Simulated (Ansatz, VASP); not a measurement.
# BN: VASP beside Ansatz

```xyz
12
Lattice="-2.5440 0.0000 0.0000 -1.2720 -2.2031 0.0000 0.0000 0.0000 14.1232" Properties=species:S:1:pos:R:3 pbc="T T T"
B    -2.5440   -1.4688    2.8922
B    -2.5440   -1.4688    7.0999
B    -2.5440   -1.4688   11.3077
B    -1.2720   -0.7344    0.7883
B    -1.2720   -0.7344    4.9961
B    -1.2720   -0.7344    9.2038
N    -2.5440   -1.4688    1.3160
N    -2.5440   -1.4688    5.5237
N    -2.5440   -1.4688    9.7315
N    -1.2720   -0.7344   11.8353
N    -1.2720   -0.7344    3.4198
N    -1.2720   -0.7344    7.6276
```

Alike in both runs: task single point; functional r2SCAN; k mesh 10 × 10 × 2; occupations gaussian, width 0.05 eV; no spin polarisation.

|  | VASP | Ansatz |
| --- | --- | --- |
| version | VASP 6.6.1 | Ansatz 0.2.0 |
| potentials or method | VASP PAW PBE potentials, release 64 (B, N), cutoff 520 eV | scalar-relativistic, plane waves, PAW |
| valence electrons in the cell | 48 | 48 |

Ansatz gave:

```
gap on the k mesh at the Fermi level (eV)                     : 0.24
least direct gap on the mesh (eV)                             : 0.39
pressure (GPa)                                                : -5.2
traceless stress, the component that is largest in VASP (GPa) : -7.13
rms of the force components (eV/Å)                            : 0.966
```

Q: Which values does VASP return?

A: gap on the k mesh at the Fermi level (eV): 0.24; least direct gap on the mesh (eV): 0.40; pressure (GPa): -4.2; traceless stress, the component that is largest in VASP (GPa): -7.22; rms of the force components (eV/Å): 0.965.

VASP's potentials were made for PBE, not for r2SCAN. Atom by atom the forces differ by 0.011 eV/Å (rms over components). The functional is the same, so the differences come from potentials, cutoffs and numerics.
